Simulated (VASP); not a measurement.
Set up this calculation in VASP 6.6.1, as the native input.

```
Task                   : single point
Functional             : PBE
Potentials or basis    : VASP PAW PBE potentials, release 64 (Ge_d)
Cutoff                 : 520 eV
k mesh                 : 15 × 15 × 4
Occupations            : gaussian, width 0.15 eV
Spin                   : no spin polarisation
Dipole correction      : no
Further INCAR settings : ALGO = Fast; EDIFF = 1e-07; NBANDS = 66
```

The structure of Ge lies in POSCAR:

```
Ge
1.0
    4.1215611567      0.0000000000      0.0000000000
   -2.0607805784      3.5693766649      0.0000000000
    0.0000000000      0.0000000000     12.9783839263
Ge
8
Direct
    0.0000000000      0.0000000000      0.3983391607
    0.0000000000      0.0000000000      0.6016608393
    0.0000000000      0.0000000000      0.8983391607
    0.0000000000      0.0000000000      0.1016608393
    0.3333333333      0.6666666667      0.3442031336
    0.6666666667      0.3333333333      0.6557968664
    0.6666666667      0.3333333333      0.8442031336
    0.3333333333      0.6666666667      0.1557968664
```

This isn't the form of Ge at room conditions, which is diamond.

This cell differs from its parent crystal: atoms shifted along a free coordinate, c/a of the conventional cell at fixed volume 3.1489.

These files were run (other wordings do the same):

INCAR

```
PREC = Accurate
ENCUT = 520
EDIFF = 1E-7
ISMEAR = 0
SIGMA = 0.15
LREAL = False
LASPH = True
NELM = 60
ALGO = Fast
ISIF = 2
LWAVE = False
LCHARG = True
GGA = PE
LELF = True
LVHAR = True
NBANDS = 66
```

KPOINTS

```
regular mesh
0
Gamma
  15 15 4
```

Potentials or basis: VASP PAW PBE potentials, release 64 (Ge_d).

Run with:

```sh
$ cat potpaw_PBE.64/Ge_d/POTCAR > POTCAR
$ mpirun -np 1 vasp_std > vasp.out
```

Results of the run:

- Pressure: 0.3 GPa
- Largest force: 1.257 eV/Å
- Band gap on the k mesh: zero (bands 56 and 57 overlap by 0.59 eV)

Caveat: semilocal functionals underestimate gaps, and a narrow one can read as zero; forces of over 1 eV/Å act on the atoms, so gaps and moduli don't describe the material at rest.

Wall time 28 min on 1 thread of Oxide Virtual Turin-like Processor, on a shared host, peak memory 0.72 GiB.
